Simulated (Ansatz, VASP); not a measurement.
One calculation of In, two programs

```xyz
2
Lattice="3.3794 0.0000 0.0000 -1.6897 2.9266 0.0000 0.0000 0.0000 5.5816" Properties=species:S:1:pos:R:3 pbc="T T T"
In    1.6897    0.9755    4.1862
In    0.0000    1.9511    1.3954
```

Alike in both runs: task single point; functional PBE0; k mesh 4 × 4 × 4; occupations fermi-dirac, width 0.05 eV; no spin polarisation.

|  | VASP | Ansatz |
| --- | --- | --- |
| version | VASP 6.6.1 | Ansatz 0.2.0 |
| potentials or method | VASP PAW PBE potentials, release 64 (In_d) | Ansatz PAW |
| plane-wave cutoff (eV) | 520 | 420 |
| valence electrons in the cell | 26 | 26 |

Ansatz gave:

* gap on the k mesh at the Fermi level (eV): none
* pressure (GPa): 0.9
* traceless stress, the component that is largest in VASP (GPa): -3.06

**Question.** What did VASP give for the same quantities?

**Answer.** gap on the k mesh at the Fermi level (eV): none; pressure (GPa): 0.8; traceless stress, the component that is largest in VASP (GPa): -3.32.

A gap of «none» marks a metal or a gap that the smearing closes.

The k mesh is coarse, so the values compare programs but aren't converged.
